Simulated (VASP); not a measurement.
A run of VASP 6.6.1 is set up as follows.

File INCAR:

```
PREC = Accurate
ENCUT = 520
EDIFF = 1E-7
ISMEAR = 0
SIGMA = 0.05
LREAL = F
LASPH = T
NELM = 80
ALGO = Normal
ISIF = 2
LWAVE = F
LCHARG = F
NBANDS = 14
```

Contents of KPOINTS:

```
Automatic mesh
0
Gamma
  8 8 8
```

Contents of POSCAR:

```
NaF
1.0
    0.0000000000      2.3813825000      2.2652175000
    2.3813825000      0.0000000000      2.2652175000
    2.3813825000      2.3813825000      0.0000000000
Na F
1 1
Direct
    0.0000000000      0.0000000000      0.0000000000
    0.5000000000      0.5000000000      0.5000000000
```

Potentials or basis: VASP PAW LDA potentials, release 64 (Na_pv, F).

Launch:

```sh
$ cat potpaw_LDA.64/Na_pv/POTCAR potpaw_LDA.64/F/POTCAR > POTCAR
$ mpirun -np 1 vasp_std > vasp.out
```

Q: Predict the band gap on the k mesh.

A: 5.78 eV.

Q: Predict the pressure.

A: -5.3 GPa.

Stress tensor (GPa, compression positive):
```
-6.32  0.00  0.00
 0.00 -6.32  0.00
 0.00  0.00 -3.22
```

Caveat: the cell differs from its parent crystal (strain +0.025 along x and y, -0.025 along z); the cell stands under tension.
